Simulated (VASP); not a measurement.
**AlCo (WC type): relaxation of cell and atoms with PBE**

The system is AlCo (WC type).

```
CELL_PARAMETERS angstrom
2.82982 0.00000 0.00000
-1.41491 2.45070 0.00000
0.00000 0.00000 2.77323
ATOMIC_POSITIONS crystal
Co 0.00000 0.00000 0.00000
Al 0.33333 0.66667 0.50000
```

```yaml
Program: VASP 6.6.1
Task: relaxation of cell and atoms
Functional: PBE
Potentials_or_basis: VASP PAW PBE potentials, release 64 (Co, Al)
Cutoff: 600 eV
k_mesh: 16 × 16 × 14
Occupations: fermi-dirac, width 0.08 eV
Spin: no spin polarisation
Target_pressure: 89 GPa
Dipole_correction: no
Further_INCAR_settings: ALGO = Normal; EDIFF = 1e-06; IBRION = 2; EDIFFG = -0.005; NSW = 60; ISIF = 3
```

```json
{
 "Relaxed volume": "9.08 Å³/atom",
 "Relaxed cell": "a = 2.444 Å, b = 2.444 Å, c = 3.512 Å, α = 90.00°, β = 90.00°, γ = 120.00°",
 "Space group after relaxing (to 0.05 Å)": "P-6m2 (No. 187)",
 "Energy change on relaxing (the enthalpy is what falls)": "-257.2 meV/atom",
 "Ionic steps": "19",
 "Pressure after relaxing": "89.0 GPa",
 "Band gap on the k mesh": "zero (band 6 reaches 15.02 eV, above the bottom of band 7 at 12.95 eV)"
}
```

Stress tensor (GPa, compression positive):
```
88.96  0.00  0.00
 0.00 88.96  0.00
 0.00  0.00 89.06
```

Step by step:
| step | energy change (eV) | largest force (eV/Å) | pressure (GPa) | volume (Å³) |
| --- | --- | --- | --- | --- |
| 1 | 0.0000 | 0.0000 | 83.67 | 19.23 |
| 2 | 0.1749 | 0.0000 | 100.57 | 18.29 |
| 3 | 1.1679 | 0.0000 | 165.62 | 16.09 |
| 4 | 0.8276 | 0.0000 | 146.98 | 16.58 |
| 5 | 0.9675 | 0.0000 | 154.92 | 16.36 |
| 6 | 0.9319 | 0.0000 | 154.26 | 16.36 |
| 7 | 0.8633 | 0.0000 | 153.16 | 16.34 |
| 8 | 0.9369 | 0.0000 | 155.17 | 16.25 |
| 9 | 0.8627 | 0.0000 | 153.43 | 16.30 |
| 10 | 0.6902 | 0.0000 | 145.54 | 16.49 |
| 11 | 0.2180 | 0.0000 | 123.86 | 17.05 |
| 12 | -0.5436 | 0.0000 | 87.63 | 18.22 |
| 13 | -0.5162 | 0.0000 | 88.94 | 18.17 |
| 14 | -0.4946 | 0.0000 | 90.03 | 18.13 |
| 15 | -0.4947 | 0.0000 | 90.31 | 18.13 |
| 16 | -0.4950 | 0.0000 | 89.98 | 18.13 |
| 17 | -0.4955 | 0.0000 | 89.91 | 18.13 |
| 18 | -0.5038 | 0.0000 | 89.51 | 18.14 |
| 19 | -0.5144 | 0.0000 | 88.99 | 18.16 |

Final structure:
```xyz
2
Lattice="2.4437 0.0000 0.0000 -1.2218 2.1163 0.0000 0.0000 0.0000 3.5123" Properties=species:S:1:pos:R:3 pbc="T T T"
Co    0.0000    0.0000    0.0000
Al    0.0000    1.4108    1.7561
```

Levels at points of the mesh, in eV from the Fermi level:
```
           k point  band 4  band 5  band 6  band 7  band 8  band 9
(0.00, 0.00, 0.00)   -2.04   -1.81   -0.77   -0.77    4.62   15.55
(0.50, 0.00, 0.00)   -3.90   -1.36    0.25    2.08    5.57    7.30
(0.00, 0.00, 0.50)   -2.04   -2.04   -0.90   -0.90   11.11   16.82
(0.50, 0.00, 0.50)   -1.84   -1.51   -1.08    0.25    2.99    4.98
```

Run time: 4.6 min on 1 thread of Intel Xeon 6975P-C, with other jobs on the host, peak memory 0.22 GiB.

Caveat: the cell is relaxed towards a set pressure, so the enthalpy falls and the energy may rise. Spin polarisation is off, so any magnetic state and its effect on volume and gap are missing.
